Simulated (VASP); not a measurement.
Wanted: the native input for a VASP 6.6.1 run.

| Property | Result |
| --- | --- |
| Task | single point |
| Functional | PBE |
| Potentials or basis | VASP PAW PBE potentials, release 64 (H, Os) |
| Cutoff | 520 eV |
| k mesh | 8 × 8 × 4 |
| Occupations | gaussian, width 0.1 eV |
| Spin | no spin polarisation |
| Dipole correction | no |
| Further INCAR settings | ALGO = Normal; EDIFF = 1e-06; NBANDS = 12 |

The structure of H2Os lies in POSCAR:

```
H2Os
1.0
    2.5699193385      0.0000000000      0.0000000000
    0.0000000000      2.5699193385      0.0000000000
    0.0000000000      0.0000000000      4.5936249678
H Os
2 1
Direct
    0.5000000000      0.5000000000      0.2037238514
    0.5000000000      0.5000000000      0.7962761486
    0.0000000000      0.0000000000      0.0000000000
```

The cell was built from a structure type or drawn by symmetry, and may not be a known phase.

One way to write it, as run:

INCAR

```
  PREC = Accurate
  ENCUT = 520
  EDIFF = 1E-6
  ISMEAR = 0
  SIGMA = 0.1
  LREAL = False
  LASPH = True
  NELM = 80
  ALGO = Normal
  ISIF = 2
  LWAVE = False
  LCHARG = True
  GGA = PE
  LELF = True
  LVHAR = True
  NBANDS = 12
```

KPOINTS

```
regular mesh
0
Gamma
  8 8 4
```

Potentials or basis: VASP PAW PBE potentials, release 64 (H, Os).

Launch:

```console
$ cat potpaw_PBE.64/H/POTCAR potpaw_PBE.64/Os/POTCAR > POTCAR
$ mpirun -np 1 vasp_std > vasp.out
```

Results of the run:

```
Pressure               : 0.5 GPa
Largest force          : 0.023 eV/Å
Band gap on the k mesh : zero (bands 5 and 6 overlap by 2.43 eV)
```

Caveat: spin-orbit coupling is left out, which moves the levels of the heavy elements.

It took 6.6 s on 1 thread of Intel(R) Xeon(R) 6975P-C (Granite Rapids), on a shared host, peak memory 0.14 GiB.
